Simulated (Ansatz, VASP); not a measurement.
# BN in VASP and in Ansatz

```
B N
1.0
    -0.06528    3.35389    1.92769
     1.15677   -0.15317    2.13714
     1.09244    3.46065   -0.20999
B N
1 1
Direct
  0.91241 0.04954 0.11832
  0.75429 0.61716 0.21498
```

Alike in both runs: task single point; functional PBE; k mesh 12 × 12 × 12; occupations gaussian, width 0.02 eV; no spin polarisation.

```csv
,VASP,Ansatz
version,VASP 6.6.1,Ansatz 0.2.0
potentials or method,"VASP PAW PBE potentials, release 64 (B, N), cutoff 520 eV","scalar-relativistic, plane waves, PAW"
valence electrons in the cell,8,8
```

```tsv
	VASP	Ansatz	Ansatz less VASP
gap on the k mesh at the Fermi level (eV)	none	none	-
pressure (GPa)	76.8	77.1	+0.29
traceless stress, the component that is largest in VASP (GPa)	-74.80	-74.77	+0.030
rms of the force components (eV/Å)	5.234	5.230	-0.0038
```

Atom by atom the forces differ by 0.038 eV/Å (rms over components). A gap of «none» marks a metal or a gap that the smearing closes. Both programs put the cell under a high pressure, so it lies far from rest at this level. The functional is the same, so the differences come from potentials, cutoffs and numerics.

Noted on VASP's run: the cell as given lies far from equilibrium.
